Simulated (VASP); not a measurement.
Crystal: Gd.

```
Gd
1.0
    -2.02500    2.02500    2.02500
     2.02500   -2.02500    2.02500
     2.02500    2.02500   -2.02500
Gd
1
Cartesian
  0.0000 0.0000 0.0000
```

This isn't the form of Gd at room conditions, which is hcp.

Base run:

| Quantity | Value |
| --- | --- |
| Program | VASP 6.6.1 |
| Functional | PBE |
| Potentials or basis | VASP PAW PBE potentials, release 64 (Gd) |
| Cutoff | 520 eV |
| k mesh | 9 × 9 × 9 |
| Occupations | fermi-dirac, width 0.1 eV |
| Spin | non-collinear spin, typed start, spin-orbit coupling |
| Starting moments | [[4.215, 4.215, 4.215]] μB |

Its results: pressure 0.7 GPa; net moment 7.51 μB per cell.

The run is repeated on the same cell with these changes: moments at the start from [4.22, 4.22, 4.22] to [0.0, 0.0, 7.3]. What comes out?

Pressure 0.2 GPa; net moment 7.51 μB per cell.
